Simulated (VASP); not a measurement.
# CdS (Hawleyite) (F-43m) in VASP: a series of runs

CdS (Hawleyite) is run at these levels: PBE, LDA, r2SCAN+D4; tasks: relaxation of cell and atoms.

All numbers are computed with VASP 6.6.1; they aren't measurements. Logs are shortened: lines on timing, memory, paths and dates and some standing lists are left out, and cuts for length are marked.

## 1. The cell of the first run

The structure is cubic, space group F-43m (No. 216). Conventional cell: a = 5.833 Å, b = 5.833 Å, c = 5.833 Å, α = 90.00°, β = 90.00°, γ = 90.00°. Within 3.3 Å of Cd (site symmetry -43m) lie 4 S at 2.53 Å. Within 3.3 Å of S (site symmetry -43m) lie 4 Cd at 2.53 Å.

## 2. Relaxation of cell and atoms, PBE

Contents of INCAR:

```
SYSTEM = CdS
PREC     = Accurate       ! precision mode
ENCUT    = 600            ! plane-wave cutoff, eV
EDIFF    = 1E-7           ! SCF threshold, eV
ISMEAR   = 0              ! smearing method
SIGMA    = 0.01           ! smearing width, eV
LREAL    = .FALSE.        ! projectors in reciprocal space
LASPH    = .TRUE.         ! aspherical terms in the spheres
NELM     = 100            ! most SCF steps
ALGO     = Normal         ! electronic algorithm
ISIF     = 3              ! what is computed and relaxed
LWAVE    = .FALSE.        ! write WAVECAR
LCHARG   = .FALSE.        ! write CHGCAR
GGA      = PE             ! functional
IBRION   = 2              ! ionic algorithm
NSW      = 80             ! ionic steps
EDIFFG   = -0.05          ! ionic threshold
```

Contents of KPOINTS:

```
Automatic mesh
0
G
  6 6 6
  0 0 0
```

Contents of POSCAR:

```
CdS
1.0
    0.0000000000      2.9165000000      2.9165000000
    2.9165000000      0.0000000000      2.9165000000
    2.9165000000      2.9165000000      0.0000000000
Cd S
1 1
Direct
    0.0000000000      0.0000000000      0.0000000000
    0.2500000000      0.2500000000      0.2500000000
```

Potentials or basis: VASP PAW PBE potentials, release 64 (Cd, S).

Launch:

```bash
$ cat potpaw_PBE.64/Cd/POTCAR potpaw_PBE.64/S/POTCAR > POTCAR
$ mpirun -np 1 vasp_std > vasp.out
```

OUTCAR:

```text
SYSTEM = CdS
   PREC = Accurate
   ENCUT = 600
   EDIFF = 1E-7
   ISMEAR = 0
   LREAL = .FALSE.
   LASPH = .TRUE.
   NELM = 100
   ISIF = 3
   GGA = PE
   IBRION = 2
   NSW = 80
   EDIFFG = -0.05

 ion  position               nearest neighbor table
   1  0.000  0.000  0.000-   2 2.53   2 2.53   2 2.53   2 2.53
   2  0.250  0.250  0.250-   1 2.53   1 2.53   1 2.53   1 2.53

  LATTYP: Found a face centered cubic cell.
 ALAT       =     5.8330000000

  Lattice vectors:

 A1 = (   0.0000000000,   2.9165000000,   2.9165000000)
 A2 = (   2.9165000000,   0.0000000000,   2.9165000000)
 A3 = (   2.9165000000,   2.9165000000,   0.0000000000)

Analysis of symmetry for initial positions (statically):
=====================================================================
 Subroutine PRICEL returns:
 Original cell was already a primitive cell.

 Routine SETGRP: Setting up the symmetry group for a
 face centered cubic supercell.

 Subroutine GETGRP returns: Found 24 space group operations
 (whereof 24 operations were pure point group operations)
 out of a pool of 48 trial point group operations.

The static configuration has the point symmetry T_d .

Analysis of symmetry for dynamics (positions and initial velocities):
=====================================================================
 Subroutine PRICEL returns:
 Original cell was already a primitive cell.

 Routine SETGRP: Setting up the symmetry group for a
 face centered cubic supercell.

 Subroutine GETGRP returns: Found 24 space group operations
 (whereof 24 operations were pure point group operations)
 out of a pool of 48 trial point group operations.

The dynamic configuration has the point symmetry T_d .

 Subroutine INISYM returns: Found 24 space group operations
 (whereof 24 operations are pure point group operations),
 and found     1 'primitive' translations

----------------------------------------------------------------------------------------

                                     Primitive cell

  volume of cell :      49.6153

  direct lattice vectors                    reciprocal lattice vectors
     0.000000000  2.916500000  2.916500000    -0.171438368  0.171438368  0.171438368
     2.916500000  0.000000000  2.916500000     0.171438368 -0.171438368  0.171438368
     2.916500000  2.916500000  0.000000000     0.171438368  0.171438368 -0.171438368

  length of vectors
     4.124553855  4.124553855  4.124553855     0.296939964  0.296939964  0.296939964

  position of ions in fractional coordinates (direct lattice)
     0.000000000  0.000000000  0.000000000
     0.250000000  0.250000000  0.250000000

  ion indices of the primitive-cell ions
   primitive index   ion index
                 1           1
                 2           2

----------------------------------------------------------------------------------------

 KPOINTS: Automatic mesh

Automatic generation of k-mesh.
 Grid dimensions read from file:
 generate k-points for:    6    6    6

 Generating k-lattice:

  Cartesian coordinates                     Fractional coordinates (reciprocal lattice)
    -0.028573061  0.028573061  0.028573061     0.166666667  0.000000000  0.000000000
     0.028573061 -0.028573061  0.028573061     0.000000000  0.166666667  0.000000000
     0.028573061  0.028573061 -0.028573061     0.000000000  0.000000000  0.166666667

  Length of vectors
     0.049489994  0.049489994  0.049489994

  Shift w.r.t. Gamma in fractional coordinates (k-lattice)
     0.000000000  0.000000000  0.000000000

 Subroutine IBZKPT returns following result:
 ===========================================

 Found     16 irreducible k-points:

 Following reciprocal coordinates:
            Coordinates               Weight
  0.000000  0.000000  0.000000      1.000000
  0.166667  0.000000  0.000000      8.000000
  0.333333  0.000000  0.000000      8.000000
  0.500000  0.000000  0.000000      4.000000
  0.166667  0.166667  0.000000      6.000000
  0.333333  0.166667  0.000000     24.000000
[... 8 lines left out ...]
 -0.333333  0.333333  0.166667     24.000000
 -0.333333  0.500000  0.166667     12.000000
   k-points           NKPTS =     16   k-points in BZ     NKDIM =     16   number of bands    NBANDS=     13
   number of dos      NEDOS =    301   number of ions     NIONS =      2
   total plane-waves  NPLWV =  46656
   dimension x,y,z NGX =    36 NGY =   36 NGZ =   36
   dimension x,y,z NGXF=    72 NGYF=   72 NGZF=   72
   ions per type =               1   1
   NGX,Y,Z   is equivalent  to a cutoff of  14.51, 14.51, 14.51 a.u.
   NGXF,Y,Z  is equivalent  to a cutoff of  29.02, 29.02, 29.02 a.u.
 SYSTEM =  CdS
   PREC   = accura    normal or accurate (medium, high low for compatibility)
   ISTART =      0    job   : 0-new  1-cont  2-samecut
   ICHARG =      2    charge: 1-file 2-atom 10-const
   ISPIN  =      1    spin polarized calculation?
   LNONCOLLINEAR =      F non collinear calculations
   LSORBIT =      F    spin-orbit coupling
   LASPH  =      T    aspherical Exc in radial PAW
   ENCUT  =  600.0 eV  44.10 Ry    6.64 a.u.   8.24  8.24  8.24*2*pi/ulx,y,z
   NELM   =    100;   NELMIN=  2; NELMDL= -5     # of ELM steps
   EDIFF  = 0.1E-06   stopping-criterion for ELM
   LREAL  =      F    real-space projection
   EDIFFG = -.5E-01   stopping-criterion for IOM
   NSW    =     80    number of steps for IOM
   IBRION =      2    ionic relax: 0-MD 1-quasi-New 2-CG
   NFREE  =      1    steps in history (QN), initial steepest desc. (CG)
   ISIF   =      3    stress and relaxation
   ISYM   =      2    0-nonsym 1-usesym 2-fastsym
   POTIM  = 0.5000    time-step for ionic-motion
   TEBEG  =    0.0;   TEEND  =   0.0 temperature during run
   PSTRESS=    0.0 pullay stress
   NELECT =      18.0000    total number of electrons
   NUPDOWN=      -1.0000    fix difference up-down
   EMIN   =  10.00;   EMAX   =-10.00  energy-range for DOS
   EFERMI =   0.00;   METHOD = LEGACY
   ISMEAR =     0;   SIGMA  =   0.01  broadening in eV -4-tet -1-fermi 0-gaus
   EFERMI_NEDOS =   21; number of points for ismear=-14 and -15
   IALGO  =     38    algorithm
   IMIX   =      4    mixing-type and parameters
     AMIX     =   0.40;   BMIX     =  1.00
     AMIX_MAG =   1.60;   BMIX_MAG =  1.00
  volume/ion in A,a.u.               =      24.81       167.41
  Fermi-wavevector in a.u.,A,eV,Ry     =   1.167599  2.206442 18.548649  1.363287
  Thomas-Fermi vector in A             =   2.304097
   LORBIT       =      0    0 simple, 1 ext, 2 COOP (PROOUT), +10 PAW based schemes
   GGA     = PE    functional components
   LHFCALC =     F    Hartree Fock is set to
   AEXX    =    0.0000 exact exchange contribution
   IVDW    =     0    specifies the selected vdW correction
   LEPSILON=     F    determine dielectric tensor
   LRPA    =     F    only Hartree local field effects (RPA)
 conjugate gradient relaxation of ions
 non-spin polarized calculation
 Gauss-broadening in eV      SIGMA  =   0.01
  energy-cutoff  :      600.00
  volume of cell :       49.62
 maximum number of plane-waves:      1676
 NGX is ok and might be reduce to    36
   NGX = 17   NGY = 17   NGZ = 17

--------------------------------------- Ionic step        1  -------------------------------------------

 number of electron      17.9999999 magnetization

 Free energy of the ion-electron system (eV)
  ---------------------------------------------------
  ext. energy  EPLUGINS =         0.00000000
  ---------------------------------------------------
  free energy    TOTEN  =        -6.11897152 eV

  energy without entropy =       -6.11897152  energy(sigma->0) =       -6.11897152

------------------------ aborting loop because EDIFF is reached ----------------------------------------

  FORCE on cell =-STRESS in cart. coord.  units (eV):
  Direction    XX          YY          ZZ          XY          YZ          ZX
  --------------------------------------------------------------------------------------
  -------------------------------------------------------------------------------------
  Total        0.9867636      0.9867636      0.9867636      0.0000000      0.0000000      0.0000000
  in kB       31.8645476     31.8645476     31.8645476      0.0000000      0.0000000      0.0000000
  external PRESSURE =      31.8645476 kB  Pullay stress =       0.0000000 kB

 VOLUME and BASIS-vectors are now :
 -----------------------------------------------------------------------------
  energy-cutoff  :      600.00
  volume of cell :       49.62
      direct lattice vectors                 reciprocal lattice vectors
     0.000000000  2.916500000  2.916500000    -0.171438368  0.171438368  0.171438368
     2.916500000  0.000000000  2.916500000     0.171438368 -0.171438368  0.171438368
     2.916500000  2.916500000  0.000000000     0.171438368  0.171438368 -0.171438368

 POSITION                                       TOTAL-FORCE (eV/Angst)
 -----------------------------------------------------------------------------------
      0.00000      0.00000      0.00000         0.000000      0.000000      0.000000
      1.45825      1.45825      1.45825        -0.000000     -0.000000     -0.000000
 -----------------------------------------------------------------------------------
    total drift:                               -0.000000     -0.000000     -0.000000

  FREE ENERGIE OF THE ION-ELECTRON SYSTEM (eV)
  ---------------------------------------------------
  free  energy   TOTEN  =        -6.1189715219 eV
[... 17 lines left out ...]
 VOLUME and BASIS-vectors are now :
 -----------------------------------------------------------------------------
  energy-cutoff  :      600.00
  volume of cell :       53.24
      direct lattice vectors                 reciprocal lattice vectors
     0.000000000  2.985918670  2.985918670    -0.167452652  0.167452652  0.167452652
     2.985918670  0.000000000  2.985918670     0.167452652 -0.167452652  0.167452652
     2.985918670  2.985918670  0.000000000     0.167452652  0.167452652 -0.167452652

 POSITION                                       TOTAL-FORCE (eV/Angst)
 -----------------------------------------------------------------------------------
      0.00000      0.00000      0.00000        -0.000000      0.000000     -0.000000
      1.49296      1.49296      1.49296         0.000000     -0.000000      0.000000
 -----------------------------------------------------------------------------------
    total drift:                               -0.000000     -0.000000     -0.000000

  FREE ENERGIE OF THE ION-ELECTRON SYSTEM (eV)
  ---------------------------------------------------
  free  energy   TOTEN  =        -6.1416625990 eV

  energy  without entropy=       -6.1416625990  energy(sigma->0) =       -6.14166260

--------------------------------------- Ionic step        3  -------------------------------------------

 number of electron      17.9999999 magnetization

 Free energy of the ion-electron system (eV)
  ---------------------------------------------------
  ext. energy  EPLUGINS =         0.00000000
  ---------------------------------------------------
  free energy    TOTEN  =        -6.14437665 eV

  energy without entropy =       -6.14437665  energy(sigma->0) =       -6.14437665

 E-fermi :   0.9284     XC(G=0):  -8.9044

 val. band max:        0.8803955866   @ k =   0.0000   0.0000   0.0000
 cond. band min:       1.9119074818   @ k =   0.0000   0.0000   0.0000
 fundamental gap:      1.0315118952
 Fermi energy:         0.9284380184

 k-point     1 :       0.0000    0.0000    0.0000
  band No.  band energies     occupation
      1     -11.1801      2.00000
      2      -6.6756      2.00000
      3      -6.6756      2.00000
      4      -6.6756      2.00000
      5      -6.2646      2.00000
      6      -6.2646      2.00000
      7       0.8804      2.00000
      8       0.8804      2.00000
      9       0.8804      2.00000
     10       1.9119      0.00000
     11       7.4294      0.00000
     12       7.4294      0.00000
     13       7.4294      0.00000

 k-point     2 :       0.1667    0.0000    0.0000
  band No.  band energies     occupation
      1     -11.0858      2.00000
      2      -6.6429      2.00000
      3      -6.6429      2.00000
      4      -6.5809      2.00000
      5      -6.2651      2.00000
      6      -6.2651      2.00000
      7      -0.5726      2.00000
      8       0.6955      2.00000
      9       0.6955      2.00000
     10       3.0699      0.00000
     11       7.0665      0.00000
     12       7.7263      0.00000
     13       7.7263      0.00000
[... 235 lines left out ...]
 VOLUME and BASIS-vectors are now :
 -----------------------------------------------------------------------------
  energy-cutoff  :      600.00
  volume of cell :       52.30
      direct lattice vectors                 reciprocal lattice vectors
     0.000000000  2.968133439  2.968133439    -0.168456038  0.168456038  0.168456038
     2.968133439  0.000000000  2.968133439     0.168456038 -0.168456038  0.168456038
     2.968133439  2.968133439  0.000000000     0.168456038  0.168456038 -0.168456038

 POSITION                                       TOTAL-FORCE (eV/Angst)
 -----------------------------------------------------------------------------------
      0.00000      0.00000      0.00000        -0.000000      0.000000      0.000000
      1.48407      1.48407      1.48407         0.000000     -0.000000     -0.000000
 -----------------------------------------------------------------------------------
    total drift:                               -0.000000     -0.000000     -0.000000

  FREE ENERGIE OF THE ION-ELECTRON SYSTEM (eV)
  ---------------------------------------------------
  free  energy   TOTEN  =        -6.1443766454 eV

  energy  without entropy=       -6.1443766454  energy(sigma->0) =       -6.14437665

 reached required accuracy - stopping structural energy minimisation
```

Wall time 18 s (1 thread of Intel Xeon 6975P-C (Granite Rapids), shared host); peak memory 0.21 GiB.

What came out:

```yaml
Free_energy: -6.1444 eV
Relaxed_volume: 26.15 Å³/atom
Relaxed_cell: a = 4.198 Å, b = 4.198 Å, c = 4.198 Å, α = 60.00°, β = 60.00°, γ = 60.00°
Space_group_after_relaxing_to_0.05_Å: F-43m (No. 216)
Energy_gained_by_relaxing: 12.7 meV/atom
Ionic_steps: 3
Pressure_after_relaxing: 0.0 GPa
Band_gap_on_the_k_mesh: 1.03 eV, direct
```

Step by step:
```tsv
step	energy change (eV)	largest force (eV/Å)	pressure (GPa)	volume (Å³)
1	0.0000	0.0000	3.19	49.62
2	-0.0227	0.0000	-0.91	53.24
3	-0.0254	0.0000	0.01	52.30
```

Final structure:
```xyz
2
Lattice="0.0000 2.9681 2.9681 2.9681 0.0000 2.9681 2.9681 2.9681 0.0000" Properties=species:S:1:pos:R:3 pbc="T T T"
Cd    0.0000    0.0000    0.0000
S     1.4841    1.4841    1.4841
```

Levels at points of the mesh, in eV from the valence-band top:
```
           k point  band 5  band 6  band 7  band 8  band 9  band 10  band 11  band 12  band 13
(0.00, 0.00, 0.00)   -7.14   -7.14    0.00    0.00    0.00     1.03     6.55     6.55     6.55
(0.50, 0.00, 0.00)   -7.11   -6.81   -4.09   -0.68   -0.68     2.93     7.00     7.00     7.31
(0.50, 0.50, 0.00)   -7.07   -6.75   -3.73   -1.70   -1.70     3.64     4.27     9.02    10.46
```

PBE usually gives volumes a little too large and moduli too small. Zero-point motion and thermal expansion aren't in these numbers.

[end of part 1 of 2]
